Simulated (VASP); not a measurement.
# ZnS in VASP: a series of runs

The runs below take ZnS through single point, with r2SCAN, HSE06.

All numbers are computed with VASP 6.6.1; they aren't measurements. Logs are shortened: lines on timing, memory, paths and dates and some standing lists are left out, and cuts for length are marked.

## Step 1: The cell of the first run

Symmetry: I-4m2, No. 119, tetragonal system. Conventional cell: a = 3.696 Å, b = 3.696 Å, c = 5.577 Å, α = 90.00°, β = 90.00°, γ = 90.00°. Zn (site symmetry -4m2) has 4 S at 2.31 Å within 3.1 Å. S (site symmetry -4m2) has 4 Zn at 2.31 Å within 3.1 Å.

## Step 2: Single point, r2SCAN (epitaxial xy strain -3.0%)

The input, POSCAR:

```
ZnS
1.0
    0.0000000000      2.6132632584      2.7886568385
    2.6132632584      0.0000000000      2.7886568385
    2.6132632584      2.6132632584      0.0000000000
Zn S
1 1
Direct
    0.0000000000      0.0000000000      0.0000000000
    0.2500000000      0.2500000000      0.2500000000
```

The input, INCAR.step1:

```
PREC = Accurate ; ENCUT = 520
ISMEAR = 0 ; SIGMA = 0.01
LREAL = F ; LASPH = T
NELM = 80 ; NBANDS = 16
GGA = PE ; ALGO = Normal
EDIFF = 1E-4 ; LWAVE = T
LCHARG = F
```

The input, INCAR.step2:

```
PREC = Accurate ; ENCUT = 520
EDIFF = 1E-6 ; ISMEAR = 0
SIGMA = 0.01 ; LREAL = F
LASPH = T ; NELM = 80
ALGO = Normal ; ISIF = 2
LWAVE = F ; LCHARG = F
METAGGA = R2SCAN ; LMIXTAU = T
NBANDS = 16 ; ISTART = 1
```

The input, KPOINTS:

```
Automatic mesh
0
Gamma
  8 8 8
```

Potentials or basis: VASP PAW PBE potentials, release 64 (Zn, S).

Started as:

```sh
$ cat potpaw_PBE.64/Zn/POTCAR potpaw_PBE.64/S/POTCAR > POTCAR
$ cp INCAR.step1 INCAR
$ mpirun -np 1 vasp_std > vasp.out
$ cp INCAR.step2 INCAR
$ mpirun -np 1 vasp_std > vasp.out
```

OUTCAR:

```text
PREC = Accurate
   ENCUT = 520
   EDIFF = 1E-6
   ISMEAR = 0
   LREAL = F
   LASPH = T
   NELM = 80
   ISIF = 2
   METAGGA = R2SCAN
   ISTART = 1

 ion  position               nearest neighbor table
   1  0.000  0.000  0.000-   2 2.31   2 2.31   2 2.31   2 2.31
   2  0.250  0.250  0.250-   1 2.31   1 2.31   1 2.31   1 2.31

  LATTYP: Found a body centered tetragonal cell.
 ALAT       =     3.6957123421
 C/A-ratio  =     1.5091308957

  Lattice vectors:

 A1 = (  -2.6132632584,   0.0000000000,   2.7886568385)
 A2 = (   2.6132632584,   0.0000000000,   2.7886568385)
 A3 = (   0.0000000000,   2.6132632584,  -2.7886568385)

Analysis of symmetry for initial positions (statically):
=====================================================================
 Subroutine PRICEL returns:
 Original cell was already a primitive cell.

 Routine SETGRP: Setting up the symmetry group for a
 body centered tetragonal supercell.

 Subroutine GETGRP returns: Found  8 space group operations
 (whereof  8 operations were pure point group operations)
 out of a pool of 16 trial point group operations.

The static configuration has the point symmetry D_2d.

Analysis of symmetry for dynamics (positions and initial velocities):
=====================================================================
 Subroutine PRICEL returns:
 Original cell was already a primitive cell.

 Routine SETGRP: Setting up the symmetry group for a
 body centered tetragonal supercell.

 Subroutine GETGRP returns: Found  8 space group operations
 (whereof  8 operations were pure point group operations)
 out of a pool of 16 trial point group operations.

The dynamic configuration has the point symmetry D_2d.

 Subroutine INISYM returns: Found  8 space group operations
 (whereof  8 operations are pure point group operations),
 and found     1 'primitive' translations

----------------------------------------------------------------------------------------

                                     Primitive cell

  volume of cell :      38.0883

  direct lattice vectors                    reciprocal lattice vectors
     0.000000000  2.613263258  2.788656839    -0.191331661  0.191331661  0.179297787
     2.613263258  0.000000000  2.788656839     0.191331661 -0.191331661  0.179297787
     2.613263258  2.613263258  0.000000000     0.191331661  0.191331661 -0.179297787

  length of vectors
     3.821747221  3.821747221  3.695712342     0.324597143  0.324597143  0.324597143

  position of ions in fractional coordinates (direct lattice)
     0.000000000  0.000000000  0.000000000
     0.250000000  0.250000000  0.250000000

  ion indices of the primitive-cell ions
   primitive index   ion index
                 1           1
                 2           2

----------------------------------------------------------------------------------------

 KPOINTS: Automatic mesh

Automatic generation of k-mesh.
 Grid dimensions read from file:
 generate k-points for:    8    8    8

 Generating k-lattice:

  Cartesian coordinates                     Fractional coordinates (reciprocal lattice)
    -0.023916458  0.023916458  0.022412223     0.125000000  0.000000000  0.000000000
     0.023916458 -0.023916458  0.022412223     0.000000000  0.125000000  0.000000000
     0.023916458  0.023916458 -0.022412223    -0.000000000 -0.000000000  0.125000000

  Length of vectors
     0.040574643  0.040574643  0.040574643

  Shift w.r.t. Gamma in fractional coordinates (k-lattice)
     0.000000000  0.000000000  0.000000000

 Subroutine IBZKPT returns following result:
 ===========================================

 Found     59 irreducible k-points:

 Following reciprocal coordinates:
            Coordinates               Weight
  0.000000  0.000000  0.000000      1.000000
  0.125000  0.000000  0.000000      8.000000
  0.250000  0.000000  0.000000      8.000000
  0.375000 -0.000000  0.000000      8.000000
  0.500000  0.000000  0.000000      4.000000
  0.125000  0.125000  0.000000      2.000000
[... 16 lines left out ...]
  0.250000  0.000000  0.125000     16.000000
  0.375000 -0.000000  0.125000     16.000000
 [... further k-points ...]
   k-points           NKPTS =     59   k-points in BZ     NKDIM =     59   number of bands    NBANDS=     16
   number of dos      NEDOS =    301   number of ions     NIONS =      2
   total plane-waves  NPLWV =  21952
   dimension x,y,z NGX =    28 NGY =   28 NGZ =   28
   dimension x,y,z NGXF=    56 NGYF=   56 NGZF=   56
   ions per type =               1   1
   NGX,Y,Z   is equivalent  to a cutoff of  12.18, 12.18, 12.60 a.u.
   NGXF,Y,Z  is equivalent  to a cutoff of  24.36, 24.36, 25.19 a.u.
 SYSTEM =  unknown system
   PREC   = accura    normal or accurate (medium, high low for compatibility)
   ISTART =      1    job   : 0-new  1-cont  2-samecut
   ICHARG =      0    charge: 1-file 2-atom 10-const
   ISPIN  =      1    spin polarized calculation?
   LNONCOLLINEAR =      F non collinear calculations
   LSORBIT =      F    spin-orbit coupling
   LASPH  =      T    aspherical Exc in radial PAW
   ENCUT  =  520.0 eV  38.22 Ry    6.18 a.u.   7.11  7.11  6.87*2*pi/ulx,y,z
   NELM   =     80;   NELMIN=  2; NELMDL=  0     # of ELM steps
   EDIFF  = 0.1E-05   stopping-criterion for ELM
   LREAL  =      F    real-space projection
[... 7 lines left out ...]
   TEBEG  =    0.0;   TEEND  =   0.0 temperature during run
   PSTRESS=    0.0 pullay stress
   NELECT =      18.0000    total number of electrons
   NUPDOWN=      -1.0000    fix difference up-down
   EMIN   =  10.00;   EMAX   =-10.00  energy-range for DOS
   EFERMI =   0.00;   METHOD = LEGACY
   ISMEAR =     0;   SIGMA  =   0.01  broadening in eV -4-tet -1-fermi 0-gaus
   EFERMI_NEDOS =   21; number of points for ismear=-14 and -15
   IALGO  =     38    algorithm
   IMIX   =      4    mixing-type and parameters
     AMIX     =   0.40;   BMIX     =  1.00
     AMIX_MAG =   1.60;   BMIX_MAG =  1.00
  volume/ion in A,a.u.               =      19.04       128.52
  Fermi-wavevector in a.u.,A,eV,Ry     =   1.275171  2.409724 22.123915  1.626062
  Thomas-Fermi vector in A             =   2.407898
   LORBIT       =      0    0 simple, 1 ext, 2 COOP (PROOUT), +10 PAW based schemes
   METAGGA = R2SCAN    functional components
   LHFCALC =     F    Hartree Fock is set to
   AEXX    =    0.0000 exact exchange contribution
   IVDW    =     0    specifies the selected vdW correction
   LEPSILON=     F    determine dielectric tensor
   LRPA    =     F    only Hartree local field effects (RPA)
 non-spin polarized calculation
 Gauss-broadening in eV      SIGMA  =   0.01
  energy-cutoff  :      520.00
  volume of cell :       38.09
 maximum number of plane-waves:      1042
   NGX = 15   NGY = 15   NGZ = 13

 number of electron      18.0000020 magnetization

 Free energy of the ion-electron system (eV)
  ---------------------------------------------------
  ext. energy  EPLUGINS =         0.00000000
  ---------------------------------------------------
  free energy    TOTEN  =       -18.84384692 eV

  energy without entropy =      -18.84384692  energy(sigma->0) =      -18.84384692

 E-fermi :   2.3832     XC(G=0): -10.4663

 val. band max:        2.2539563963   @ k =   0.0000   0.0000   0.0000
 cond. band min:       4.9905732038   @ k =   0.0000   0.0000   0.0000
 fundamental gap:      2.7366168075
 Fermi energy:         2.3831702535

 k-point     1 :       0.0000    0.0000    0.0000
  band No.  band energies     occupation
      1     -11.7579      2.00000
      2      -4.5026      2.00000
      3      -4.4582      2.00000
      4      -4.4582      2.00000
      5      -3.8992      2.00000
      6      -3.8781      2.00000
[... 8 lines left out ...]
     15      14.9873      0.00000
     16      15.0949      0.00000

 k-point     2 :       0.1250    0.0000    0.0000
  band No.  band energies     occupation
      1     -11.6305      2.00000
      2      -4.4911      2.00000
      3      -4.4482      2.00000
      4      -4.4331      2.00000
      5      -3.8982      2.00000
      6      -3.8822      2.00000
[... 8 lines left out ...]
     15      14.3448      0.00000
     16      15.7499      0.00000

 k-point     3 :       0.2500    0.0000    0.0000
  band No.  band energies     occupation
      1     -11.2970      2.00000
      2      -4.4483      2.00000
      3      -4.3987      2.00000
      4      -4.3762      2.00000
      5      -3.8862      2.00000
      6      -3.8860      2.00000
[... 8 lines left out ...]
     15      13.8828      0.00000
     16      15.2411      0.00000

 k-point     4 :       0.3750   -0.0000    0.0000
  band No.  band energies     occupation
      1     -10.9167      2.00000
      2      -4.3876      2.00000
      3      -4.3276      2.00000
      4      -4.2002      2.00000
      5      -3.8774      2.00000
      6      -3.8558      2.00000
[... 8 lines left out ...]
     15      14.8310      0.00000
     16      15.3317      0.00000

 k-point     5 :       0.5000    0.0000    0.0000
  band No.  band energies     occupation
      1     -10.7412      2.00000
      2      -4.3737      2.00000
      3      -4.3110      2.00000
      4      -3.8691      2.00000
      5      -3.8617      2.00000
      6      -3.6864      2.00000
[... 8 lines left out ...]
     15      16.0825      0.00000
     16      16.5035      0.00000

 k-point     6 :       0.1250    0.1250    0.0000
  band No.  band energies     occupation
      1     -11.6012      2.00000
      2      -4.5208      2.00000
      3      -4.4130      2.00000
      4      -4.4130      2.00000
      5      -3.9189      2.00000
      6      -3.8683      2.00000
[... 8 lines left out ...]
     15      15.2776      0.00000
     16      16.1157      0.00000

 k-point     7 :       0.2500    0.1250    0.0000
  band No.  band energies     occupation
      1     -11.3458      2.00000
      2      -4.5076      2.00000
      3      -4.3620      2.00000
      4      -4.3552      2.00000
      5      -3.9268      2.00000
      6      -3.8621      2.00000
[... 8 lines left out ...]
     15      15.0402      0.00000
     16      16.8181      0.00000

 k-point     8 :       0.3750    0.1250    0.0000
  band No.  band energies     occupation
      1     -10.9769      2.00000
      2      -4.4220      2.00000
      3      -4.2999      2.00000
      4      -4.2562      2.00000
      5      -3.8992      2.00000
      6      -3.8583      2.00000
[... 8 lines left out ...]
     15      15.5153      0.00000
     16      16.0174      0.00000

 k-point     9 :       0.5000    0.1250    0.0000
  band No.  band energies     occupation
      1     -10.7111      2.00000
      2      -4.3742      2.00000
      3      -4.2782      2.00000
      4      -3.9423      2.00000
      5      -3.8644      2.00000
      6      -3.7707      2.00000
[... 8 lines left out ...]
     15      16.1666      0.00000
     16      16.2905      0.00000
[... 172 lines left out ...]
 k-point    19 :       0.5000    0.3750    0.0000
  band No.  band energies     occupation
      1     -10.5339      2.00000
      2      -4.4787      2.00000
      3      -4.1088      2.00000
      4      -4.0825      2.00000
      5      -3.8258      2.00000
      6      -3.7524      2.00000
[... 8 lines left out ...]
     15      16.7152      0.00000
     16      17.8376      0.00000

 k-point    20 :      -0.3750    0.3750    0.0000
  band No.  band energies     occupation
      1     -10.4764      2.00000
      2      -4.3974      2.00000
      3      -4.1369      2.00000
      4      -3.9911      2.00000
      5      -3.8576      2.00000
      6      -3.5587      2.00000
[... 8 lines left out ...]
     15      15.4914      0.00000
     16      18.7345      0.00000

 k-point    21 :       0.5000    0.5000    0.0000
  band No.  band energies     occupation
      1     -10.4897      2.00000
      2      -4.5228      2.00000
      3      -4.0737      2.00000
      4      -4.0736      2.00000
      5      -3.8108      2.00000
      6      -3.7379      2.00000
[... 8 lines left out ...]
     15      16.7915      0.00000
     16      17.5476      0.00000

 k-point    22 :       0.1250    0.0000    0.1250
  band No.  band energies     occupation
      1     -11.5814      2.00000
      2      -4.4833      2.00000
      3      -4.4638      2.00000
      4      -4.4130      2.00000
      5      -3.9012      2.00000
      6      -3.8792      2.00000
[... 8 lines left out ...]
     15      14.2956      0.00000
     16      16.4473      0.00000

 k-point    23 :       0.2500    0.0000    0.1250
  band No.  band energies     occupation
      1     -11.3106      2.00000
      2      -4.4819      2.00000
      3      -4.4101      2.00000
      4      -4.3545      2.00000
      5      -3.9092      2.00000
      6      -3.8652      2.00000
[... 8 lines left out ...]
     15      14.4209      0.00000
     16      16.7449      0.00000

 k-point    24 :       0.3750   -0.0000    0.1250
  band No.  band energies     occupation
      1     -10.9394      2.00000
      2      -4.3957      2.00000
      3      -4.3428      2.00000
      4      -4.2667      2.00000
      5      -3.8877      2.00000
      6      -3.8413      2.00000
[... 8 lines left out ...]
     15      15.4039      0.00000
     16      16.3001      0.00000

 [... further k-points ...]
[... 5 lines left out ...]
  --------------------------------------------------------------------------------------
  -------------------------------------------------------------------------------------
  Total        0.7695489      0.7695489      0.0070955      0.0000000      0.0000000      0.0000000
  in kB       32.3709471     32.3709471      0.2984701      0.0000000      0.0000000      0.0000000
  external PRESSURE =      21.6801215 kB  Pullay stress =       0.0000000 kB

 VOLUME and BASIS-vectors are now :
 -----------------------------------------------------------------------------
  energy-cutoff  :      520.00
  volume of cell :       38.09
      direct lattice vectors                 reciprocal lattice vectors
     0.000000000  2.613263258  2.788656839    -0.191331661  0.191331661  0.179297787
     2.613263258  0.000000000  2.788656839     0.191331661 -0.191331661  0.179297787
     2.613263258  2.613263258  0.000000000     0.191331661  0.191331661 -0.179297787

 POSITION                                       TOTAL-FORCE (eV/Angst)
 -----------------------------------------------------------------------------------
      0.00000      0.00000      0.00000         0.000000      0.000000     -0.000000
      1.30663      1.30663      1.39433        -0.000000     -0.000000      0.000000
 -----------------------------------------------------------------------------------
    total drift:                                0.000049      0.000049     -0.000056

  FREE ENERGIE OF THE ION-ELECTRON SYSTEM (eV)
  ---------------------------------------------------
  free  energy   TOTEN  =       -18.8438469167 eV

  energy  without entropy=      -18.8438469167  energy(sigma->0) =      -18.84384692
```

Run time: 71 s. Hardware: 1 thread of Intel Xeon Platinum 8559C (Emerald Rapids), shared host; peak memory 0.18 GiB.

Results:

```
Free energy            : -18.8438 eV
Pressure               : 2.2 GPa
Band gap on the k mesh : 2.74 eV, direct
```

Levels at points of the mesh, in eV from the valence-band top:
| k point | band 6 | band 7 | band 8 | band 9 | band 10 | band 11 | band 12 | band 13 |
| --- | --- | --- | --- | --- | --- | --- | --- | --- |
| (0.00, 0.00, 0.00) | -6.13 | -0.27 | 0.00 | 0.00 | 2.74 | 6.82 | 6.82 | 6.82 |
| (0.50, 0.00, 0.00) | -5.94 | -5.69 | -1.22 | -0.82 | 3.72 | 7.09 | 7.60 | 9.49 |
| (0.50, 0.50, 0.00) | -5.99 | -5.10 | -2.25 | -2.25 | 3.84 | 4.83 | 11.41 | 13.08 |
| (0.50, 0.00, 0.50) | -5.88 | -4.70 | -2.68 | -2.52 | 3.45 | 4.18 | 12.16 | 12.49 |

Caveat: the cell differs from its parent crystal (epitaxial xy strain -3.0%); the PAW data sets were made with another functional, which shifts forces and pressure a little.

## Step 3: Single point, HSE06 (strain -3.0%)

The input, POSCAR:

```
ZnS
1.0
    0.0000000000      2.6132632584      2.6132632584
    2.6132632584      0.0000000000      2.6132632584
    2.6132632584      2.6132632584      0.0000000000
Zn S
1 1
Direct
    0.0000000000      0.0000000000      0.0000000000
    0.2500000000      0.2500000000      0.2500000000
```

The input, INCAR.step1:

```
ALGO     = Normal         # electronic algorithm
EDIFF    = 1E-5           # SCF threshold, eV
ENCUT    = 520            # plane-wave cutoff, eV
GGA      = PE             # functional
ISIF     = 2              # what is computed and relaxed
ISMEAR   = 0              # smearing method
LASPH    = True           # aspherical terms in the spheres
LCHARG   = False          # write CHGCAR
LREAL    = False          # projectors in reciprocal space
LWAVE    = True           # write WAVECAR
NBANDS   = 16             # bands
NELM     = 60             # most SCF steps
PREC     = Accurate       # precision mode
SIGMA    = 0.01           # smearing width, eV
```

The input, INCAR.step2:

```
ALGO     = Normal         # electronic algorithm
EDIFF    = 1E-6           # SCF threshold, eV
ENCUT    = 520            # plane-wave cutoff, eV
GGA      = PE             # functional
HFSCREEN = 0.2079         # screening, 1/A
ISIF     = 2              # what is computed and relaxed
ISMEAR   = 0              # smearing method
ISTART   = 1            
LASPH    = True           # aspherical terms in the spheres
LCHARG   = False          # write CHGCAR
LHFCALC  = True           # exact exchange
LREAL    = False          # projectors in reciprocal space
LWAVE    = False          # write WAVECAR
NBANDS   = 16             # bands
NELM     = 60             # most SCF steps
PREC     = Accurate       # precision mode
PRECFOCK = Normal       
SIGMA    = 0.01           # smearing width, eV
```

The input, KPOINTS:

```
k-points
0
Gamma
  6 6 6
```

Potentials or basis: VASP PAW PBE potentials, release 64 (Zn, S).

Started as:

```sh
$ cat potpaw_PBE.64/Zn/POTCAR potpaw_PBE.64/S/POTCAR > POTCAR
$ cp INCAR.step1 INCAR
$ mpirun -np 1 vasp_std > vasp.out
$ cp INCAR.step2 INCAR
$ mpirun -np 1 vasp_std > vasp.out
```

It took 51 min on 1 thread of Intel Xeon Platinum 8488C (Sapphire Rapids), shared host; peak memory 0.27 GiB.

Results (log left out):

```
Free energy            : -8.2441 eV
Pressure               : 10.7 GPa
Band gap on the k mesh : 3.81 eV, direct
```

Levels at points of the mesh, in eV from the valence-band top:
| k point | band 6 | band 7 | band 8 | band 9 | band 10 | band 11 | band 12 | band 13 |
| --- | --- | --- | --- | --- | --- | --- | --- | --- |
| (0.00, 0.00, 0.00) | -7.69 | 0.00 | 0.00 | 0.00 | 3.81 | 7.60 | 7.60 | 7.60 |
| (0.50, 0.00, 0.00) | -7.41 | -6.36 | -1.08 | -1.08 | 4.75 | 8.12 | 8.12 | 10.57 |
| (0.50, 0.50, 0.00) | -7.36 | -5.50 | -2.76 | -2.76 | 4.13 | 5.20 | 13.40 | 14.45 |

Caveat: the cell differs from its parent crystal (strain -3.0%); the PAW data sets were made with another functional, which shifts forces and pressure a little. A k mesh can miss the band edges.
